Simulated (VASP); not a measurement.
# Cu in VASP: notebook, part 2 of 2

VASP 6.6.1.

**3. Single point, PBE+D3(BJ)**

INCAR

```
SYSTEM = Cu
PREC = Accurate
ENCUT = 520
EDIFF = 1E-7
ISMEAR = 0
SIGMA = 0.1
LREAL = .FALSE.
LASPH = .TRUE.
NELM = 100
ALGO = Normal
ISIF = 2
LWAVE = .FALSE.
LCHARG = .FALSE.
LDIPOL = .TRUE.
IDIPOL = 3
DIPOL = 0.5 0.5 0.500
GGA = PE
IVDW = 12
NBANDS = 24
```

KPOINTS

```
regular mesh
0
G
  12 12 1
  0 0 0
```

POSCAR

```
Cu
1.0
    2.5189143994      0.0000000000      0.0000000000
   -1.2594571997      2.1814438598      0.0000000000
    0.0000000000      0.0000000000     18.1133699895
Cu
3
Direct
    0.6666666667      0.3333333333      0.3864548675
    0.3333333333      0.6666666667      0.5002117768
    0.0000000000      0.0000000000      0.6139704484
```

Potentials or basis: VASP PAW PBE potentials, release 64 (Cu).

On the command line:

```
> cat potpaw_PBE.64/Cu/POTCAR > POTCAR
> mpirun -np 1 vasp_std > vasp.out
```

OUTCAR:

```text
SYSTEM = Cu
   PREC = Accurate
   ENCUT = 520
   EDIFF = 1E-7
   ISMEAR = 0
   LREAL = .FALSE.
   LASPH = .TRUE.
   NELM = 100
   ISIF = 2
   GGA = PE
   IVDW = 12
 IVDW          = 12

 ion  position               nearest neighbor table
   1  0.667  0.333  0.386-   2 2.52   2 2.52   2 2.52
   2  0.333  0.667  0.500-   1 2.52   1 2.52   1 2.52   3 2.52   3 2.52   3 2.52
   3  0.000  0.000  0.614-   2 2.52   2 2.52   2 2.52

  LATTYP: Found a hexagonal cell.
 ALAT       =     2.5189143994
 C/A-ratio  =     7.1909430482

  Lattice vectors:

 A1 = (   2.5189143994,   0.0000000000,   0.0000000000)
 A2 = (  -1.2594571997,   2.1814438598,   0.0000000000)
 A3 = (   0.0000000000,   0.0000000000,  18.1133699895)

Analysis of symmetry for initial positions (statically):
=====================================================================
 Subroutine PRICEL returns:
 Original cell was already a primitive cell.

 Routine SETGRP: Setting up the symmetry group for a
 hexagonal supercell.

 Subroutine GETGRP returns: Found 12 space group operations
 (whereof  6 operations were pure point group operations)
 out of a pool of 24 trial point group operations.

The static configuration has the point symmetry C_3v.
 The point group associated with its full space group is D_3d.

Analysis of symmetry for dynamics (positions and initial velocities):
=====================================================================
 Subroutine PRICEL returns:
 Original cell was already a primitive cell.

 Routine SETGRP: Setting up the symmetry group for a
 hexagonal supercell.

 Subroutine GETGRP returns: Found 12 space group operations
 (whereof  6 operations were pure point group operations)
 out of a pool of 24 trial point group operations.

The dynamic configuration has the point symmetry C_3v.
 The point group associated with its full space group is D_3d.

 Subroutine INISYM returns: Found 12 space group operations
 (whereof  6 operations are pure point group operations),
 and found     1 'primitive' translations

----------------------------------------------------------------------------------------

                                     Primitive cell

  volume of cell :      99.5306

  direct lattice vectors                    reciprocal lattice vectors
     2.518914399  0.000000000  0.000000000     0.396996420  0.229205990  0.000000000
    -1.259457200  2.181443860  0.000000000     0.000000000  0.458411980  0.000000000
     0.000000000  0.000000000 18.113369990     0.000000000  0.000000000  0.055207838

  length of vectors
     2.518914399  2.518914399 18.113369990     0.458411980  0.458411980  0.055207838

  position of ions in fractional coordinates (direct lattice)
     0.666666667  0.333333333  0.386454867
     0.333333333  0.666666667  0.500211777
     0.000000000  0.000000000  0.613970448

  ion indices of the primitive-cell ions
   primitive index   ion index
                 1           1
                 2           2
                 3           3

----------------------------------------------------------------------------------------

 KPOINTS: regular mesh

Automatic generation of k-mesh.
[... 24 lines left out ...]
  0.083333 -0.000000  0.000000      6.000000
  0.166667 -0.000000  0.000000      6.000000
  0.250000 -0.000000  0.000000      6.000000
  0.333333 -0.000000  0.000000      6.000000
  0.416667 -0.000000  0.000000      6.000000
[... 11 lines left out ...]
  0.333333  0.250000  0.000000     12.000000
  0.333333  0.333333  0.000000      2.000000
   k-points           NKPTS =     19   k-points in BZ     NKDIM =     19   number of bands    NBANDS=     24
   number of dos      NEDOS =    301   number of ions     NIONS =      3
   total plane-waves  NPLWV =  56000
   dimension x,y,z NGX =    20 NGY =   20 NGZ =  140
   dimension x,y,z NGXF=    40 NGYF=   40 NGZF=  280
   ions per type =               3
   NGX,Y,Z   is equivalent  to a cutoff of  13.20, 13.20, 12.85 a.u.
   NGXF,Y,Z  is equivalent  to a cutoff of  26.40, 26.40, 25.70 a.u.
 SYSTEM =  Cu
   PREC   = accura    normal or accurate (medium, high low for compatibility)
   ISTART =      0    job   : 0-new  1-cont  2-samecut
   ICHARG =      2    charge: 1-file 2-atom 10-const
   ISPIN  =      1    spin polarized calculation?
   LNONCOLLINEAR =      F non collinear calculations
   LSORBIT =      F    spin-orbit coupling
   LASPH  =      T    aspherical Exc in radial PAW
   ENCUT  =  520.0 eV  38.22 Ry    6.18 a.u.   4.68  4.68 33.68*2*pi/ulx,y,z
   NELM   =    100;   NELMIN=  2; NELMDL= -5     # of ELM steps
   EDIFF  = 0.1E-06   stopping-criterion for ELM
   LREAL  =      F    real-space projection
   EDIFFG = 0.1E-05   stopping-criterion for IOM
   NSW    =      0    number of steps for IOM
   IBRION =     -1    ionic relax: 0-MD 1-quasi-New 2-CG
   NFREE  =      0    steps in history (QN), initial steepest desc. (CG)
   ISIF   =      2    stress and relaxation
   ISYM   =      2    0-nonsym 1-usesym 2-fastsym
   POTIM  = 0.5000    time-step for ionic-motion
   TEBEG  =    0.0;   TEEND  =   0.0 temperature during run
   PSTRESS=    0.0 pullay stress
   NELECT =      33.0000    total number of electrons
   NUPDOWN=      -1.0000    fix difference up-down
   EMIN   =  10.00;   EMAX   =-10.00  energy-range for DOS
   EFERMI =   0.00;   METHOD = LEGACY
   ISMEAR =     0;   SIGMA  =   0.10  broadening in eV -4-tet -1-fermi 0-gaus
   EFERMI_NEDOS =   21; number of points for ismear=-14 and -15
   IALGO  =     38    algorithm
   IMIX   =      4    mixing-type and parameters
     AMIX     =   0.40;   BMIX     =  1.00
     AMIX_MAG =   1.60;   BMIX_MAG =  1.00
  volume/ion in A,a.u.               =      33.18       223.89
  Fermi-wavevector in a.u.,A,eV,Ry     =   1.133080  2.141211 17.468116  1.283870
  Thomas-Fermi vector in A             =   2.269782
   LORBIT       =      0    0 simple, 1 ext, 2 COOP (PROOUT), +10 PAW based schemes
   GGA     = PE    functional components
   LHFCALC =     F    Hartree Fock is set to
   AEXX    =    0.0000 exact exchange contribution
   IVDW    =    12    specifies the selected vdW correction
   LEPSILON=     F    determine dielectric tensor
   LRPA    =     F    only Hartree local field effects (RPA)
 non-spin polarized calculation
 Gauss-broadening in eV      SIGMA  =   0.10
  energy-cutoff  :      520.00
  volume of cell :       99.53
 maximum number of plane-waves:      2707
 NGX is ok and might be reduce to    20

 dipolmoment           0.000000      0.000000     -0.000000 electrons x Angstroem

 number of electron      32.9999993 magnetization

 dipolmoment           0.000000      0.000000      0.000064 electrons x Angstroem

 Free energy of the ion-electron system (eV)
  ---------------------------------------------------
  ext. energy  EPLUGINS =         0.00000000
  ---------------------------------------------------
  free energy    TOTEN  =       -10.23123746 eV

  energy without entropy =      -10.21240716  energy(sigma->0) =      -10.22182231

 E-fermi :  -0.3308     XC(G=0):  -5.4466

 val. band max:       -0.3440141135   @ k =   0.4167  -0.0000   0.0000
 cond. band min:      -0.3158163863   @ k =   0.4167   0.0833   0.0000
 fundamental gap:      0.0281977272
 Fermi energy:        -0.3307521868

 k-point     1 :       0.0000    0.0000    0.0000
  band No.  band energies     occupation
      1      -9.2223      2.00000
      2      -7.1671      2.00000
      3      -5.7003      2.00000
      4      -3.4609      2.00000
      5      -3.4385      2.00000
      6      -3.4385      2.00000
[... 502 lines left out ...]
     23       8.1051      0.00000
     24       9.3120      0.00000

------------------------ aborting loop because EDIFF is reached ----------------------------------------

 vacuum level on the upper side and lower side of the slab       (xc-potential included)        -0.156        -0.158

 Edisp (eV)   -1.18866

 E8    (eV) :    -0.5349

  FORCE on cell =-STRESS in cart. coord.  units (eV):
  Direction    XX          YY          ZZ          XY          YZ          ZX
  --------------------------------------------------------------------------------------
  -------------------------------------------------------------------------------------
  Total      -0.72413    -0.72413     0.19264     0.00000     0.00000    -0.00000
  in kB     -11.65657   -11.65657     3.10105     0.00000     0.00000    -0.00000
  external pressure =       -6.74 kB  Pullay stress =        0.00 kB

 VOLUME and BASIS-vectors are now :
 -----------------------------------------------------------------------------
  energy-cutoff  :      520.00
  volume of cell :       99.53
      direct lattice vectors                 reciprocal lattice vectors
     2.518914399  0.000000000  0.000000000     0.396996420  0.229205990  0.000000000
    -1.259457200  2.181443860  0.000000000     0.000000000  0.458411980  0.000000000
     0.000000000  0.000000000 18.113369990     0.000000000  0.000000000  0.055207838

 POSITION                                       TOTAL-FORCE (eV/Angst)
 -----------------------------------------------------------------------------------
      1.25946      0.72715      7.00000         0.000000     -0.000000     -0.054165
     -0.00000      1.45430      9.06052        -0.000000      0.000000      0.000000
      0.00000      0.00000     11.12107        -0.000000      0.000000      0.054165
 -----------------------------------------------------------------------------------
    total drift:                               -0.000000     -0.000000      0.013063

  FREE ENERGIE OF THE ION-ELECTRON SYSTEM (eV)
  ---------------------------------------------------
  free  energy   TOTEN  =       -11.4199018444 eV

  energy  without entropy=      -11.4010715433  energy(sigma->0) =      -11.41048669

 vacuum level on the upper side and lower side of the slab         4.325         4.323
```

Wall time 54 s (1 thread of Intel Xeon Platinum 8488C (Sapphire Rapids), shared host); peak memory 0.23 GiB.

What came out:

```
Free energy                : -11.4199 eV
Largest force              : 0.054 eV/Å
Dispersion energy per atom : -0.396 eV
```

Forces in eV/Å, atoms in the order of the input:
```
Cu   0.000  0.000 -0.054
Cu   0.000  0.000  0.000
Cu   0.000  0.000  0.054
```

Levels at points of the mesh, in eV from the Fermi level:
```tsv
k point	band 15	band 16	band 17	band 18	band 19	band 20
(0.00, 0.00, 0.00)	-1.84	-1.63	-1.63	-1.58	-0.16	4.19
(0.50, 0.00, 0.00)	-1.34	0.03	1.22	1.63	4.75	5.91
```

**4. Single point, PBE+D3(BJ)**

This run uses another cell than the first one: it holds 12 atoms, not 3.

INCAR

```
SYSTEM = Cu
  PREC = Accurate
  ENCUT = 520
  EDIFF = 1E-7
  ISMEAR = 0
  SIGMA = 0.1
  LREAL = .FALSE.
  LASPH = .TRUE.
  NELM = 80
  ALGO = Normal
  ISIF = 2
  LWAVE = .FALSE.
  LCHARG = .TRUE.
  LDIPOL = .TRUE.
  IDIPOL = 3
  DIPOL = 0.5 0.5 0.287
  GGA = PE
  IVDW = 12
  LELF = .TRUE.
  LVHAR = .TRUE.
  LVACPOTAV = .TRUE.
  NBANDS = 78
```

KPOINTS

```
Automatic mesh
0
G
  6 6 1
  0 0 0
```

POSCAR

```
Cu
1.0
    5.0378287988      0.0000000000      0.0000000000
   -2.5189143994      4.3628877197      0.0000000000
    0.0000000000      0.0000000000     21.1210738952
Cu
12
Direct
    0.3333333333      0.1666666667      0.1893843097
    0.3333333333      0.6666666667      0.1893843097
    0.8333333333      0.1666666667      0.1893843097
    0.8333333333      0.6666666667      0.1893843097
    0.1666666667      0.3333333333      0.2869418959
    0.1666666667      0.8333333333      0.2869418959
    0.6666666667      0.3333333333      0.2869418959
    0.6666666667      0.8333333333      0.2869418959
    0.0000000000      0.0000000000      0.3845009934
    0.0000000000      0.5000000000      0.3845009934
    0.5000000000      0.0000000000      0.3845009934
    0.5000000000      0.5000000000      0.3845009934
```

On the command line:

```
> cat potpaw_PBE.64/Cu/POTCAR > POTCAR
> mpirun -np 1 vasp_std > vasp.out
```

Wall time 8.4 min (1 thread of Intel Xeon Platinum 8488C (Sapphire Rapids), shared host); peak memory 0.62 GiB.

The run converged. Its results:

```yaml
Free_energy: -45.6750 eV
Largest_force: 0.054 eV/Å
Band_gap_on_the_k_mesh: zero (band 66 reaches -0.92 eV, above the bottom of band 67 at -1.33 eV)
Dispersion_energy_per_atom: -0.396 eV
```

Forces in eV/Å, atoms in the order of the input:
```
Cu   0.000  0.000 -0.054
Cu   0.000  0.000 -0.054
Cu   0.000  0.000 -0.054
Cu   0.000  0.000 -0.054
Cu   0.000  0.000  0.000
Cu   0.000  0.000  0.000
Cu   0.000  0.000  0.000
Cu   0.000  0.000  0.000
Cu   0.000  0.000  0.054
Cu   0.000  0.000  0.054
Cu   0.000  0.000  0.054
Cu   0.000  0.000  0.054
```

Levels at points of the mesh, in eV from the Fermi level:
```tsv
k point	band 62	band 63	band 64	band 65	band 66	band 67	band 68	band 69
(0.00, 0.00, 0.00)	-1.34	-1.34	-0.16	0.03	0.03	0.03	1.22	1.22
(0.50, 0.00, 0.00)	-1.62	-1.54	-1.54	0.05	0.05	0.32	0.32	1.24
```
